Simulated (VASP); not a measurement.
# Ru (P6_3/mmc) in VASP: notebook

Aim: see how the results for Ru move with the level of theory and the settings. Levels: HSE06, r2SCAN, PBEsol. Tasks: single point.

Everything below comes from runs of VASP 6.6.1. Logs are shortened: lines on timing, memory, paths and dates and some standing lists are left out, and cuts for length are marked.

## (1) The cell of the first run

Symmetry: P6_3/mmc, No. 194, hexagonal system. The conventional cell has a = 2.741 Å, b = 2.741 Å, c = 4.338 Å, α = 90.00°, β = 90.00°, γ = 120.00°. Ru (site symmetry -6m2) has 12 Ru at 2.69 to 2.74 Å within 3.5 Å.

## (2) Single point, HSE06

The input, POSCAR:

```
Ru
1.0
    2.7414067149      0.0000000000      0.0000000000
   -1.3707033574      2.3741278572      0.0000000000
    0.0000000000      0.0000000000      4.3382472512
Ru
2
Direct
    0.6666666667      0.3333333333      0.7500000000
    0.3333333333      0.6666666667      0.2500000000
```

The input, INCAR.step1:

```
PREC = Accurate
ENCUT = 520
EDIFF = 1E-5
ISMEAR = -1
SIGMA = 0.05
LREAL = F
LASPH = T
NELM = 60
ALGO = Normal
ISIF = 2
LWAVE = T
LCHARG = F
GGA = PE
NBANDS = 21
```

The input, INCAR.step2:

```
PREC = Accurate
ENCUT = 520
EDIFF = 1E-6
ISMEAR = -1
SIGMA = 0.05
LREAL = F
LASPH = T
NELM = 60
ALGO = Normal
ISIF = 2
LWAVE = F
LCHARG = F
GGA = PE
LHFCALC = T
HFSCREEN = 0.2079
PRECFOCK = Normal
ISTART = 1
NBANDS = 21
```

The input, KPOINTS:

```
regular mesh
0
Gamma
  6 6 3
```

Potentials or basis: VASP PAW PBE potentials, release 64 (Ru_pv).

The run is started by

```bash
> cat potpaw_PBE.64/Ru_pv/POTCAR > POTCAR
> cp INCAR.step1 INCAR
> mpirun -np 1 vasp_std > vasp.out
> cp INCAR.step2 INCAR
> mpirun -np 1 vasp_std > vasp.out
```

OUTCAR:

```text
PREC = Accurate
   ENCUT = 520
   EDIFF = 1E-6
   ISMEAR = -1
   LREAL = F
   LASPH = T
   NELM = 60
   ISIF = 2
   GGA = PE
   LHFCALC = T
   HFSCREEN = 0.2079
   PRECFOCK = Normal
   ISTART = 1

 ion  position               nearest neighbor table
   1  0.667  0.333  0.750-   2 2.69   2 2.69   2 2.69   2 2.69   2 2.69   2 2.69
   2  0.333  0.667  0.250-   1 2.69   1 2.69   1 2.69   1 2.69   1 2.69   1 2.69

  LATTYP: Found a hexagonal cell.
 ALAT       =     2.7414067149
 C/A-ratio  =     1.5824894670

  Lattice vectors:

 A1 = (   2.7414067149,   0.0000000000,   0.0000000000)
 A2 = (  -1.3707033574,   2.3741278572,   0.0000000000)
 A3 = (   0.0000000000,   0.0000000000,   4.3382472512)

Analysis of symmetry for initial positions (statically):
=====================================================================
 Subroutine PRICEL returns:
 Original cell was already a primitive cell.

 Routine SETGRP: Setting up the symmetry group for a
 hexagonal supercell.

 Subroutine GETGRP returns: Found 24 space group operations
 (whereof 12 operations were pure point group operations)
 out of a pool of 24 trial point group operations.

The static configuration has the point symmetry D_3d.
 The point group associated with its full space group is D_6h.

Analysis of symmetry for dynamics (positions and initial velocities):
=====================================================================
 Subroutine PRICEL returns:
 Original cell was already a primitive cell.

 Routine SETGRP: Setting up the symmetry group for a
 hexagonal supercell.

 Subroutine GETGRP returns: Found 24 space group operations
 (whereof 12 operations were pure point group operations)
 out of a pool of 24 trial point group operations.

The dynamic configuration has the point symmetry D_3d.
 The point group associated with its full space group is D_6h.

 Subroutine INISYM returns: Found 24 space group operations
 (whereof 12 operations are pure point group operations),
 and found     1 'primitive' translations

----------------------------------------------------------------------------------------

                                     Primitive cell

  volume of cell :      28.2353

  direct lattice vectors                    reciprocal lattice vectors
     2.741406715  0.000000000  0.000000000     0.364776228  0.210603653  0.000000000
    -1.370703357  2.374127857  0.000000000     0.000000000  0.421207306  0.000000000
     0.000000000  0.000000000  4.338247251     0.000000000  0.000000000  0.230507839

  length of vectors
     2.741406715  2.741406715  4.338247251     0.421207306  0.421207306  0.230507839

  position of ions in fractional coordinates (direct lattice)
     0.666666667  0.333333333  0.750000000
     0.333333333  0.666666667  0.250000000

  ion indices of the primitive-cell ions
   primitive index   ion index
                 1           1
                 2           2

----------------------------------------------------------------------------------------

 KPOINTS: regular mesh

Automatic generation of k-mesh.
 Grid dimensions read from file:
 generate k-points for:    6    6    3

 Generating k-lattice:

  Cartesian coordinates                     Fractional coordinates (reciprocal lattice)
     0.060796038  0.035100609  0.000000000     0.166666667  0.000000000  0.000000000
     0.000000000  0.070201218  0.000000000     0.000000000  0.166666667  0.000000000
     0.000000000  0.000000000  0.076835946     0.000000000  0.000000000  0.333333333

  Length of vectors
     0.070201218  0.070201218  0.076835946

  Shift w.r.t. Gamma in fractional coordinates (k-lattice)
     0.000000000  0.000000000  0.000000000

 Subroutine IBZKPT returns following result:
 ===========================================

 Found     14 irreducible k-points:

 Following reciprocal coordinates:
            Coordinates               Weight
  0.000000  0.000000  0.000000      1.000000
  0.166667 -0.000000  0.000000      6.000000
  0.333333 -0.000000  0.000000      6.000000
  0.500000  0.000000  0.000000      3.000000
  0.166667  0.166667  0.000000      6.000000
  0.333333  0.166667  0.000000     12.000000
  0.333333  0.333333  0.000000      2.000000
  0.000000  0.000000  0.333333      2.000000
  0.166667 -0.000000  0.333333     12.000000
  0.333333 -0.000000  0.333333     12.000000
  0.500000  0.000000  0.333333      6.000000
  0.166667  0.166667  0.333333     12.000000
  0.333333  0.166667  0.333333     24.000000
  0.333333  0.333333  0.333333      4.000000
   k-points           NKPTS =     14   k-points in BZ     NKDIM =    108   number of bands    NBANDS=     21
   number of dos      NEDOS =    301   number of ions     NIONS =      2
   total plane-waves  NPLWV =  12800
   dimension x,y,z NGX =    20 NGY =   20 NGZ =   32
   dimension x,y,z NGXF=    40 NGYF=   40 NGZF=   64
   ions per type =               2
   NGX,Y,Z   is equivalent  to a cutoff of  12.13, 12.13, 12.26 a.u.
   NGXF,Y,Z  is equivalent  to a cutoff of  24.26, 24.26, 24.53 a.u.
 SYSTEM =  unknown system
   PREC   = accura    normal or accurate (medium, high low for compatibility)
   ISTART =      1    job   : 0-new  1-cont  2-samecut
   ICHARG =      0    charge: 1-file 2-atom 10-const
   ISPIN  =      1    spin polarized calculation?
   LNONCOLLINEAR =      F non collinear calculations
   LSORBIT =      F    spin-orbit coupling
   LASPH  =      T    aspherical Exc in radial PAW
   ENCUT  =  520.0 eV  38.22 Ry    6.18 a.u.   5.10  5.10  8.07*2*pi/ulx,y,z
   NELM   =     60;   NELMIN=  2; NELMDL=  0     # of ELM steps
   EDIFF  = 0.1E-05   stopping-criterion for ELM
   LREAL  =      F    real-space projection
   EDIFFG = 0.1E-04   stopping-criterion for IOM
   NSW    =      0    number of steps for IOM
   IBRION =     -1    ionic relax: 0-MD 1-quasi-New 2-CG
   NFREE  =      0    steps in history (QN), initial steepest desc. (CG)
   ISIF   =      2    stress and relaxation
   ISYM   =      3    0-nonsym 1-usesym 2-fastsym
   POTIM  = 0.5000    time-step for ionic-motion
   TEBEG  =    0.0;   TEEND  =   0.0 temperature during run
   PSTRESS=    0.0 pullay stress
   NELECT =      28.0000    total number of electrons
   NUPDOWN=      -1.0000    fix difference up-down
   EMIN   =  10.00;   EMAX   =-10.00  energy-range for DOS
   EFERMI =   0.00;   METHOD = LEGACY
   ISMEAR =    -1;   SIGMA  =   0.05  broadening in eV -4-tet -1-fermi 0-gaus
   EFERMI_NEDOS =   21; number of points for ismear=-14 and -15
   IALGO  =     38    algorithm
   IMIX   =      1    mixing-type and parameters
     AMIX     =   0.40;   BMIX     =  1.00
     AMIX_MAG =   1.60;   BMIX_MAG =  1.00
  volume/ion in A,a.u.               =      14.12        95.27
  Fermi-wavevector in a.u.,A,eV,Ry     =   1.632539  3.085051 36.262022  2.665183
  Thomas-Fermi vector in A             =   2.724493
   LORBIT       =      0    0 simple, 1 ext, 2 COOP (PROOUT), +10 PAW based schemes
   GGA     = PE    functional components
   LHFCALC =     T    Hartree Fock is set to
   PRECFOCK=normal    Normal, Fast or Accurate (Low or Medium for compatibility)
   ENCUT4O =  -1.0   cutoff for four orbital integrals eV
   NKREDX  =     1    reduce k-point grid by
   NKREDY  =     1    reduce k-point grid by
   NKREDZ  =     1    reduce k-point grid by
   AEXX    =    0.2500 exact exchange contribution
   HFSCREEN=    0.2079 screening length (either q_TF or 0.3 A-1)
   HFSCREENC=   0.2079 screening length for correlation (either q_TF or 0.3 A-1)
   ENCUTFOCK=  -1.0 apply spherical cutoff to Coloumb kernel
   IVDW    =     0    specifies the selected vdW correction
   LEPSILON=     F    determine dielectric tensor
   LRPA    =     F    only Hartree local field effects (RPA)
 non-spin polarized calculation
  energy-cutoff  :      520.00
  volume of cell :       28.24
 maximum number of plane-waves:       769
  NGX = 16; NGY = 16; NGZ = 28

 number of electron      28.0000011 magnetization

 Free energy of the ion-electron system (eV)
  ---------------------------------------------------
  ext. energy  EPLUGINS =         0.00000000
  ---------------------------------------------------
  free energy    TOTEN  =       -21.51055555 eV

  energy without entropy =      -21.49946785  energy(sigma->0) =      -21.50501170

 E-fermi :  11.7899     XC(G=0): -11.2901

 val. band max:       11.7800764933   @ k =   0.1667   0.1667   0.0000
 cond. band min:      11.8736096130   @ k =   0.1667  -0.0000   0.3333
 fundamental gap:      0.0935331196
 Fermi energy:        11.7899258094

 k-point     1 :       0.0000    0.0000    0.0000
  band No.  band energies     occupation
      1     -34.8378      2.00000
      2     -33.8919      2.00000
      3     -33.8919      2.00000
      4     -33.7155      2.00000
      5     -33.7155      2.00000
      6     -33.6548      2.00000
[... 13 lines left out ...]
     20      26.1359      0.00000
     21      26.1392      0.00000

 k-point     2 :       0.1667   -0.0000    0.0000
  band No.  band energies     occupation
      1     -34.7419      2.00000
      2     -34.0847      2.00000
      3     -33.9564      2.00000
      4     -33.9153      2.00000
      5     -33.7445      2.00000
      6     -33.7036      2.00000
[... 13 lines left out ...]
     20      26.1360      0.00000
     21      26.1388      0.00000

 k-point     3 :       0.3333   -0.0000    0.0000
  band No.  band energies     occupation
      1     -34.5118      2.00000
      2     -34.4709      2.00000
      3     -34.2910      2.00000
      4     -34.0778      2.00000
      5     -33.8403      2.00000
      6     -33.8074      2.00000
[... 13 lines left out ...]
     20      24.1048      0.00000
     21      26.1362      0.00000
[... 217 lines left out ...]
 k-point    13 :       0.3333    0.1667    0.3333
  band No.  band energies     occupation
      1     -34.6718      2.00000
      2     -34.5814      2.00000
      3     -34.2222      2.00000
      4     -34.0860      2.00000
      5     -33.9872      2.00000
      6     -33.8615      2.00000
[... 13 lines left out ...]
     20      25.5970      0.00000
     21      26.1321      0.00000

 k-point    14 :       0.3333    0.3333    0.3333
  band No.  band energies     occupation
      1     -34.5545      2.00000
      2     -34.5545      2.00000
      3     -34.4322      2.00000
      4     -34.2441      2.00000
      5     -33.9157      2.00000
      6     -33.9157      2.00000
[... 13 lines left out ...]
     20      24.8005      0.00000
     21      24.8169      0.00000

------------------------ aborting loop because EDIFF is reached ----------------------------------------

  FORCE on cell =-STRESS in cart. coord.  units (eV):
  Direction    XX          YY          ZZ          XY          YZ          ZX
  --------------------------------------------------------------------------------------
  -------------------------------------------------------------------------------------
  Total       -3.0579021     -3.0579021     -4.3232392     -0.0000000     -0.0000000      0.0000000
  in kB     -173.5170991   -173.5170991   -245.3171847     -0.0000000     -0.0000000      0.0000000
  external PRESSURE =    -197.4504610 kB  Pullay stress =       0.0000000 kB

 VOLUME and BASIS-vectors are now :
 -----------------------------------------------------------------------------
  energy-cutoff  :      520.00
  volume of cell :       28.24
      direct lattice vectors                 reciprocal lattice vectors
     2.741406715  0.000000000  0.000000000     0.364776228  0.210603653  0.000000000
    -1.370703357  2.374127857  0.000000000     0.000000000  0.421207306  0.000000000
     0.000000000  0.000000000  4.338247251     0.000000000  0.000000000  0.230507839

 POSITION                                       TOTAL-FORCE (eV/Angst)
 -----------------------------------------------------------------------------------
      1.37070      0.79138      3.25369         0.000000     -0.000000     -0.000000
     -0.00000      1.58275      1.08456        -0.000000      0.000000      0.000000
 -----------------------------------------------------------------------------------
    total drift:                                0.000000      0.000000      0.000003

  FREE ENERGIE OF THE ION-ELECTRON SYSTEM (eV)
  ---------------------------------------------------
  free  energy   TOTEN  =       -21.5105555477 eV

  energy  without entropy=      -21.4994678489  energy(sigma->0) =      -21.50501170
```

Run time: 21 min. Hardware: 1 thread of AMD EPYC 9R14 (Zen 4), shared host; peak memory 0.22 GiB.

Results:

```
Free energy            : -21.5106 eV
Pressure               : -19.7 GPa
Band gap on the k mesh : zero (band 14 reaches 13.65 eV, above the bottom of band 15 at 10.05 eV)
```

Stress tensor (GPa, compression positive):
```
-17.35   0.00   0.00
  0.00 -17.35   0.00
  0.00   0.00 -24.53
```

Caveat: the k points lie up to 0.48 Å⁻¹ apart; the PAW data sets were made with another functional, which shifts forces and pressure a little.

## (3) Single point, r2SCAN

This run uses another cell than the first one, of 13.57 Å³/atom, 0.962 times its volume.

The input, POSCAR:

```
Ru
1.0
    2.7058000000      0.0000000000      0.0000000000
   -1.3529000000      2.3432915376      0.0000000000
    0.0000000000      0.0000000000      4.2819000000
Ru
2
Direct
    0.6666666667      0.3333333333      0.7500000000
    0.3333333333      0.6666666667      0.2500000000
```

The input, INCAR.step1:

```
ALGO = Normal
EDIFF = 1E-5
ENCUT = 660
GGA = PE
GGA_COMPAT = False
ISMEAR = -1
LASPH = True
LCHARG = False
LREAL = False
LWAVE = True
NBANDS = 23
NELM = 120
PREC = Accurate
SIGMA = 0.05
```

The input, INCAR.step2:

```
ALGO = Normal
EDIFF = 1E-6
ENCUT = 660
GGA_COMPAT = False
ISIF = 2
ISMEAR = -1
ISTART = 1
LASPH = True
LCHARG = False
LMIXTAU = True
LREAL = False
LWAVE = False
METAGGA = R2SCAN
NBANDS = 23
NELM = 120
PREC = Accurate
SIGMA = 0.05
```

The input, KPOINTS:

```
k-points
0
Gamma
  11 11 6
```

Potentials or basis: VASP PAW PBE potentials, release 64 (Ru_sv).

The run is started by

```bash
> cat potpaw_PBE.64/Ru_sv/POTCAR > POTCAR
> cp INCAR.step1 INCAR
> mpirun -np 1 vasp_std > vasp.out
> cp INCAR.step2 INCAR
> mpirun -np 1 vasp_std > vasp.out
```

OUTCAR:

```text
EDIFF = 1E-6
   ENCUT = 660
   ISIF = 2
   ISMEAR = -1
   ISTART = 1
   LASPH = True
   LREAL = False
   METAGGA = R2SCAN
   NELM = 120
   PREC = Accurate

 ion  position               nearest neighbor table
   1  0.667  0.333  0.750-   2 2.65   2 2.65   2 2.65   2 2.65   2 2.65   2 2.65
   2  0.333  0.667  0.250-   1 2.65   1 2.65   1 2.65   1 2.65   1 2.65   1 2.65

  LATTYP: Found a hexagonal cell.
 ALAT       =     2.7058000000
 C/A-ratio  =     1.5824894671

  Lattice vectors:

 A1 = (   2.7058000000,   0.0000000000,   0.0000000000)
 A2 = (  -1.3529000000,   2.3432915376,   0.0000000000)
 A3 = (   0.0000000000,   0.0000000000,   4.2819000000)

Analysis of symmetry for initial positions (statically):
=====================================================================
 Subroutine PRICEL returns:
 Original cell was already a primitive cell.

 Routine SETGRP: Setting up the symmetry group for a
 hexagonal supercell.

 Subroutine GETGRP returns: Found 24 space group operations
 (whereof 12 operations were pure point group operations)
 out of a pool of 24 trial point group operations.

[... 155 lines left out ...]

 Free energy of the ion-electron system (eV)
  ---------------------------------------------------
  ext. energy  EPLUGINS =         0.00000000
  ---------------------------------------------------
  free energy    TOTEN  =       -50.93657926 eV

  energy without entropy =      -50.92051031  energy(sigma->0) =      -50.92854479

 E-fermi :  14.9743     XC(G=0): -15.5395

 val. band max:       14.9526428621   @ k =   0.2727   0.0000   0.0000
 cond. band min:      14.9933168197   @ k =   0.3636   0.0909   0.3333
 fundamental gap:      0.0406739576
 Fermi energy:        14.9743484514

 k-point     1 :       0.0000    0.0000    0.0000
  band No.  band energies     occupation
      1     -60.2916      2.00000
      2     -60.0663      2.00000
      3     -30.0355      2.00000
      4     -29.0318      2.00000
      5     -29.0318      2.00000
      6     -28.8492      2.00000
[... 613 lines left out ...]
     22      30.7882      0.00000
     23      32.3230      0.00000

 [... further k-points ...]
[... 5 lines left out ...]
  --------------------------------------------------------------------------------------
  -------------------------------------------------------------------------------------
  Total       -0.2619250     -0.2619250     -0.4283280     -0.0000000     -0.0000000      0.0000000
  in kB      -15.4571367    -15.4571367    -25.2771714     -0.0000000     -0.0000000      0.0000000
  external PRESSURE =     -18.7304816 kB  Pullay stress =       0.0000000 kB

 VOLUME and BASIS-vectors are now :
 -----------------------------------------------------------------------------
  energy-cutoff  :      660.00
  volume of cell :       27.15
      direct lattice vectors                 reciprocal lattice vectors
     2.705800000  0.000000000  0.000000000     0.369576465  0.213375072  0.000000000
    -1.352900000  2.343291538  0.000000000     0.000000000  0.426750144  0.000000000
     0.000000000  0.000000000  4.281900000     0.000000000  0.000000000  0.233541185

 POSITION                                       TOTAL-FORCE (eV/Angst)
 -----------------------------------------------------------------------------------
      1.35290      0.78110      3.21143        -0.000000      0.000000      0.000000
     -0.00000      1.56219      1.07048         0.000000     -0.000000      0.000000
 -----------------------------------------------------------------------------------
    total drift:                               -0.000000      0.000000     -0.000000

  FREE ENERGIE OF THE ION-ELECTRON SYSTEM (eV)
  ---------------------------------------------------
  free  energy   TOTEN  =       -50.9365792629 eV

  energy  without entropy=      -50.9205103143  energy(sigma->0) =      -50.92854479
```

Run time: 2.3 min. Hardware: 1 thread of AMD EPYC 9R14 (Zen 4), shared host; peak memory 0.16 GiB.

Results:

* Free energy: -50.9366 eV
* Pressure: -1.9 GPa
* Band gap on the k mesh: zero (band 16 reaches 16.60 eV, above the bottom of band 17 at 13.40 eV)

Caveat: the PAW data sets were made with another functional, which shifts forces and pressure a little.

(Continued in part 2 of 2.)
